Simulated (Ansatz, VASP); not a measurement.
# Br in VASP and in Ansatz

```
Br
1.0
     0.00000    2.40038    2.40038
     2.40038    0.00000    2.40038
     2.40038    2.40038    0.00000
Br
1
Direct
  0.00000 0.00000 0.00000
```

Change from the starting cell: volume scaled by 1.05.

Alike in both runs: task single point; functional PBE; k mesh 16 × 16 × 16; occupations fermi-dirac, width 0.03 eV; no spin polarisation.

|  | VASP | Ansatz |
| --- | --- | --- |
| version | VASP 6.6.1 | Ansatz 0.2.0 |
| potentials or method | VASP PAW PBE potentials, release 64 (Br), cutoff 520 eV | all-electron LAPW, scalar-relativistic |

|  | VASP | Ansatz | Ansatz less VASP |
| --- | --- | --- | --- |
| pressure (GPa) | -1.2 | -1.2 | 0.00 |

Ansatz ran all-electron here, and VASP with PAW potentials.
